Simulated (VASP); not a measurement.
## SbI: relaxation of cell and atoms with PBE

SbI:

```
Sb I
1.0
     5.12000    0.00000    0.00000
    -2.56000    4.43405    0.00000
     0.00000    0.00000   10.32299
Sb I
2 2
Direct
  0.33333 0.66667 0.97863
  0.66667 0.33333 0.47863
  0.33333 0.66667 0.40347
  0.66667 0.33333 0.90347
```

- Program: VASP 6.6.1
- Task: relaxation of cell and atoms
- Functional: PBE
- Potentials or basis: VASP PAW PBE potentials, release 64 (Sb, I)
- Cutoff: 600 eV
- k mesh: 12 × 12 × 6
- Occupations: gaussian, width 0.1 eV
- Spin: no spin polarisation
- Dipole correction: no
- Further INCAR settings: ALGO = Normal; EDIFF = 1e-07; IBRION = 2; EDIFFG = -0.01; NSW = 100; ISIF = 3

```yaml
Relaxed_volume: 60.57 Å³/atom
Relaxed_cell: a = 5.122 Å, b = 5.122 Å, c = 10.663 Å, α = 90.00°, β = 90.00°, γ = 120.00°
Space_group_after_relaxing_to_0.1_Å: P6_3mc (No. 186)
Energy_gained_by_relaxing: 1.2 meV/atom
Ionic_steps: 11
Pressure_after_relaxing: 0.0 GPa
Largest_force_after_relaxing: 0.007 eV/Å
Band_gap_on_the_k_mesh: zero (bands 12 and 13 overlap by 0.02 eV)
```

Forces in eV/Å, atoms in the order of the input:
```
Sb   0.000  0.000 -0.007
Sb   0.000  0.000 -0.007
I    0.000  0.000  0.007
I    0.000  0.000  0.007
```

The path:
```tsv
step	energy change (eV)	largest force (eV/Å)	pressure (GPa)	volume (Å³)
1	0.0000	0.0748	0.00	234.36
2	-0.0010	0.0561	0.04	234.40
3	-0.0022	0.0033	0.15	234.51
4	-0.0029	0.0003	0.11	235.31
5	-0.0035	0.0100	0.01	237.38
6	-0.0037	0.0092	0.02	237.61
7	-0.0040	0.0059	0.01	238.29
8	-0.0045	0.0006	0.00	239.66
9	-0.0048	0.0142	-0.02	242.38
10	-0.0048	0.0031	0.06	242.16
11	-0.0049	0.0071	0.01	242.29
```

Final structure:
```cif
data_structure
_symmetry_space_group_name_H-M 'P 1'
_symmetry_Int_Tables_number 1
_cell_length_a 5.1223
_cell_length_b 5.1223
_cell_length_c 10.6628
_cell_angle_alpha 90.000
_cell_angle_beta 90.000
_cell_angle_gamma 120.000
_cell_volume 242.29
loop_
_atom_site_label
_atom_site_type_symbol
_atom_site_fract_x
_atom_site_fract_y
_atom_site_fract_z
_atom_site_occupancy
Sb1 Sb 0.33333 0.66667 0.97641 1
Sb2 Sb 0.66667 0.33333 0.47641 1
I1 I 0.33333 0.66667 0.40569 1
I2 I 0.66667 0.33333 0.90569 1
```

Levels at points of the mesh, in eV from the Fermi level:
| k point | band 8 | band 9 | band 10 | band 11 | band 12 | band 13 | band 14 | band 15 | band 16 |
| --- | --- | --- | --- | --- | --- | --- | --- | --- | --- |
| (0.00, 0.00, 0.00) | -4.21 | -3.53 | -3.21 | -0.32 | 0.01 | 0.01 | 0.10 | 0.10 | 0.10 |
| (0.50, 0.00, 0.00) | -3.72 | -3.01 | -2.80 | -0.70 | -0.63 | 1.19 | 1.40 | 1.50 | 1.69 |
| (0.00, 0.00, 0.50) | -4.22 | -3.38 | -3.38 | -0.12 | -0.12 | 0.05 | 0.05 | 0.05 | 0.05 |
| (0.50, 0.00, 0.50) | -3.85 | -2.89 | -2.89 | -0.70 | -0.70 | 1.31 | 1.31 | 1.59 | 1.59 |

Wall time 34 min on 1 thread of Intel Xeon 8259CL (shared host), peak memory 0.68 GiB.

Caveat: the highest band is partly filled, so the run has too few bands; spin-orbit coupling is left out, which moves the levels of the heavy elements; this functional lacks dispersion, which binds layers or chains, so the pressure and a relaxed spacing across them are unreliable.
